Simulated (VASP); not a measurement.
Here is a VASP 6.6.1 calculation.

The input INCAR:

```
PREC = Accurate
ENCUT = 520
EDIFF = 1E-6
ISMEAR = -1
SIGMA = 0.02
LREAL = F
LASPH = T
NELM = 60
ALGO = Normal
ISIF = 2
LWAVE = F
LCHARG = F
GGA = PE
NBANDS = 16
```

KPOINTS

```
regular mesh
0
Gamma
  6 6 6
```

The input POSCAR:

```
CdTe
1.0
    0.0000000000      3.3455542182      3.3455542182
    3.3455542182      0.0000000000      3.3455542182
    3.3455542182      3.3455542182      0.0000000000
Cd Te
1 1
Direct
    0.0000000000      0.0000000000      0.0000000000
    0.2500000000      0.2500000000      0.2500000000
```

Potentials or basis: VASP PAW PBE potentials, release 64 (Cd, Te).

Launch:

```sh
$ cat potpaw_PBE.64/Cd/POTCAR potpaw_PBE.64/Te/POTCAR > POTCAR
$ mpirun -np 1 vasp_std > vasp.out
```

(1) Predict the pressure.

(2) What does it give for the band gap on the k mesh?

Answers

(1) -1.0 GPa.

(2) 0.49 eV, direct.

Caveat: the cell differs from its parent crystal (strain +2.0%); spin-orbit coupling is left out, which moves the levels of the heavy elements.
